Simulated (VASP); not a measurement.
Wanted: the native input for a VASP 6.6.1 run.

| Quantity | Value |
| --- | --- |
| Task | relaxation of cell and atoms |
| Functional | LDA |
| Potentials or basis | VASP PAW LDA potentials, release 64 (Ti_sv, C) |
| Cutoff | 600 eV |
| k mesh | 8 × 8 × 8 |
| Occupations | gaussian, width 0.1 eV |
| Spin | no spin polarisation |
| Dipole correction | no |
| Further INCAR settings | ALGO = Normal; EDIFF = 1e-07; IBRION = 2; EDIFFG = -0.05; NSW = 100; ISIF = 3 |

The structure of TiC lies in POSCAR:

```
TiC
1.0
    0.0000000000      2.1593000000      2.1593000000
    2.1593000000      0.0000000000      2.1593000000
    2.1593000000      2.1593000000      0.0000000000
Ti C
1 1
Direct
    0.0000000000      0.0000000000      0.0000000000
    0.5000000000      0.5000000000      0.5000000000
```

The input as run:

INCAR

```
SYSTEM = TiC
PREC = Accurate ; ENCUT = 600
EDIFF = 1E-7 ; ISMEAR = 0
SIGMA = 0.1 ; LREAL = .False.
LASPH = .True. ; NELM = 100
ALGO = Normal ; ISIF = 3
LWAVE = .False. ; LCHARG = .False.
GGA = CA ; IBRION = 2
NSW = 100 ; EDIFFG = -0.05
```

KPOINTS

```
regular mesh
0
Gamma
  8 8 8
  0 0 0
```

Potentials or basis: VASP PAW LDA potentials, release 64 (Ti_sv, C).

The run is started by

```sh
$ cat potpaw_LDA.64/Ti_sv/POTCAR potpaw_LDA.64/C/POTCAR > POTCAR
$ mpirun -np 1 vasp_std > vasp.out
```

Results of the run:

```yaml
Relaxed_volume: 9.69 Å³/atom
Relaxed_cell: a = 3.015 Å, b = 3.015 Å, c = 3.015 Å, α = 60.00°, β = 60.00°, γ = 60.00°
Space_group_after_relaxing_to_0.05_Å: Fm-3m (No. 225)
Energy_gained_by_relaxing: 12.1 meV/atom
Ionic_steps: 3
Pressure_after_relaxing: -0.1 GPa
Band_gap_on_the_k_mesh: zero (band 8 reaches 10.44 eV, above the bottom of band 9 at 9.38 eV)
```

Wall time 12 s on 1 thread of Intel(R) Xeon(R) Platinum 8488C (Sapphire Rapids), with other jobs on the host, peak memory 0.14 GiB.
